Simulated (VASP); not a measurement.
A run of VASP 6.6.1:

INCAR

```
PREC = Accurate
ENCUT = 600
EDIFF = 1E-6
ISMEAR = -1
SIGMA = 0.05
LREAL = F
LASPH = T
NELM = 150
ALGO = Normal
ISIF = 3
LWAVE = F
LCHARG = F
ISPIN = 2
MAGMOM = 0 2
LORBIT = 11
LMAXMIX = 4
GGA = CA
IBRION = 2
NSW = 80
EDIFFG = -0.01
```

KPOINTS

```
regular mesh
0
Gamma
  7 7 5
```

Contents of POSCAR:

```
TaV
1.0
    1.6067000000     -2.3077750000      0.0000000000
    1.6067000000      2.3077750000      0.0000000000
    0.0000000000      0.0000000000      4.3413610000
Ta V
1 1
Direct
    0.0000000000      0.0000000000      0.0000000000
    0.5000000000      0.5000000000      0.5000000000
```

Potentials or basis: VASP PAW LDA potentials, release 64 (Ta_pv, V_sv).

Command:

```sh
$ cat potpaw_LDA.64/Ta_pv/POTCAR potpaw_LDA.64/V_sv/POTCAR > POTCAR
$ mpirun -np 1 vasp_std > vasp.out
```

Hardware: 1 thread of Oxide Virtual Turin-like Processor (shared host).

Task: How long does it take, and how much memory?

Result: It took 4.6 min on 1 thread of Oxide Virtual Turin-like Processor, on a shared host, peak memory 0.17 GiB. Counts: scf iterations 74, k points 48, ion steps 8.
